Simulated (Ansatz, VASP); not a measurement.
## MgCd2Se3: VASP beside Ansatz

File INCAR:

```
  PREC = Accurate
  ENCUT = 600
  EDIFF = 1E-7
  ISMEAR = 0
  SIGMA = 0.1
  LREAL = False
  LASPH = True
  NELM = 100
  ALGO = Normal
  ISIF = 3
  LWAVE = False
  LCHARG = False
  GGA = PE
  IBRION = 2
  NSW = 90
  EDIFFG = -0.04
```

File KPOINTS:

```
regular mesh
0
Gamma
  6 6 2
```

POSCAR

```
MgCd2Se3
1.0
    4.1330215600      0.0000000000      0.0000000000
   -2.0665107800      3.5793016600      0.0000000000
    0.0000000000      0.0000000000     10.1237939100
Mg Cd Se
1 2 3
Direct
    0.0000000000      0.0000000000      0.0000000000
    0.3333333300      0.6666666700      0.6666666700
    0.6666666700      0.3333333300      0.3333333300
    0.0000000000      0.0000000000      0.5000000000
    0.3333333300      0.6666666700      0.1666666700
    0.6666666700      0.3333333300      0.8333333300
```

Input for Ansatz:

```yaml
crystal:
  lattice:
    - [4.13302156, 0.0, 0.0]
    - [-2.06651078, 3.57930166, 0.0]
    - [0.0, 0.0, 10.12379391]
  atoms:
    - { symbol: Mg, position: [0.0, 0.0, 0.0] }
    - { symbol: Cd, position: [0.33333333, 0.66666667, 0.66666667] }
    - { symbol: Cd, position: [0.66666667, 0.33333333, 0.33333333] }
    - { symbol: Se, position: [0.0, 0.0, 0.5] }
    - { symbol: Se, position: [0.33333333, 0.66666667, 0.16666667] }
    - { symbol: Se, position: [0.66666667, 0.33333333, 0.83333333] }
basis:
  ecutwfc: 420
kpoints:
  mp_grid: { grid: [6, 6, 2] }
hamiltonian:
  xc: pbe
scf:
  occupations: { method: gaussian, width: 0.1 }
  lower_state_search: "off"
output:
  forces: true
  stress: true
  eigenvalues: true
relax:
  adjacent_minimum: "off"
  f_tol: 0.04
  max_steps: 70
  cell: { stress_tol: 0.4 }
```

Alike in both runs: task relaxation of cell and atoms; functional PBE; k mesh 6 × 6 × 2; occupations gaussian, width 0.1 eV; no spin polarisation.

|  | VASP | Ansatz |
| --- | --- | --- |
| version | VASP 6.6.1 | Ansatz 0.2.0 |
| potentials or method | VASP PAW PBE potentials, release 64 (Mg, Cd, Se), cutoff 600 eV | scalar-relativistic, plane waves, PAW |
| valence electrons in the cell | 44 | 98 |

VASP gave:

```
gap on the k mesh at the Fermi level, each at its own relaxed structure (eV) : 0.16
relaxed volume (Å³/atom)                                                     : 22.89
relaxed length of the cell vector where the two differ most in proportion (Å)              : 4.018
```

Task: Estimate Ansatz's values.

Result: gap on the k mesh at the Fermi level, each at its own relaxed structure (eV): 0.18; relaxed volume (Å³/atom): 22.80; relaxed length of the cell vector where the two differ most in proportion (Å): 4.012.

VASP's potentials hold 44 valence electrons a cell and Ansatz's 98, so a difference there can come from the potentials and not from the codes.
